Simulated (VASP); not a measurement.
Set up this calculation in VASP 6.6.1, as the native input.

```yaml
Task: single point
Functional: PBE
Potentials_or_basis: VASP PAW PBE potentials, release 64 (Cs_sv, Sc_sv, Ru_pv, C, N)
Cutoff: 520 eV
k_mesh: 4 × 4 × 4
Occupations: gaussian, width 0.2 eV
Spin: no spin polarisation
Dipole_correction: no
Further_INCAR_settings: LREAL = Auto; ALGO = Normal; EDIFF = 1e-06; NBANDS = 62
```

The structure of Cs2ScRuC6N6 lies in POSCAR:

```
Cs2ScRuC6N6
1.0
    0.0014848860      5.4065167640      5.4052844747
    5.4360082371     -0.0302908902      5.4372827698
    5.3983121043      5.4012937479      0.0067244596
Cs Sc Ru C N
2 1 1 6 6
Direct
    0.2471410841      0.2557863267      0.2466086631
    0.7493526610      0.7478932323      0.7499740577
    0.5002523712      0.4997732897      0.5002356963
    0.0001864782      0.9997844442      0.0002429639
    0.8139949114      0.1853150592      0.1867275720
    0.1861494947      0.8136735237      0.1863335920
    0.1861634081      0.1858415101      0.8145247599
    0.1863916585      0.8142675906      0.8137071080
    0.8142781956      0.1858598836      0.8142467357
    0.8142577263      0.8137401701      0.1858276844
    0.7049301254      0.2953845022      0.2950117043
    0.2953849791      0.7033748978      0.2953588954
    0.2942828642      0.2959938329      0.7056611601
    0.2957547597      0.7039034386      0.7057385397
    0.7049208284      0.2962631218      0.7053356905
    0.7065584542      0.7031451764      0.2944651770
```

The input as run:

INCAR

```
SYSTEM = Cs2ScRuC6N6
PREC     = Accurate       ! precision mode
ENCUT    = 520            ! plane-wave cutoff, eV
EDIFF    = 1E-6           ! SCF threshold, eV
ISMEAR   = 0              ! smearing method
SIGMA    = 0.2            ! smearing width, eV
LREAL    = Auto         
LASPH    = .TRUE.         ! aspherical terms in the spheres
NELM     = 80             ! most SCF steps
ALGO     = Normal         ! electronic algorithm
ISIF     = 2              ! what is computed and relaxed
LWAVE    = .FALSE.        ! write WAVECAR
LCHARG   = .TRUE.         ! write CHGCAR
GGA      = PE             ! functional
LELF     = .TRUE.         ! ELF
LVHAR    = .TRUE.       
NBANDS   = 62             ! bands
```

KPOINTS

```
Automatic mesh
0
G
  4 4 4
  0 0 0
```

Potentials or basis: VASP PAW PBE potentials, release 64 (Cs_sv, Sc_sv, Ru_pv, C, N).

Command:

```sh
$ cat potpaw_PBE.64/Cs_sv/POTCAR potpaw_PBE.64/Sc_sv/POTCAR potpaw_PBE.64/Ru_pv/POTCAR potpaw_PBE.64/C/POTCAR potpaw_PBE.64/N/POTCAR > POTCAR
$ mpirun -np 1 vasp_std > vasp.out
```

Results of the run:

```json
{
 "Pressure": "0.3 GPa",
 "Largest force": "0.360 eV/Å",
 "Band gap on the k mesh": "zero (an odd number of electrons rules out a gap without spin polarisation)"
}
```

Caveat: spin-orbit coupling is left out, which moves the levels of the heavy elements.

Wall time 16 min on 1 thread of Intel(R) Xeon(R) Platinum 8488C (Sapphire Rapids), on a shared host, peak memory 0.78 GiB.
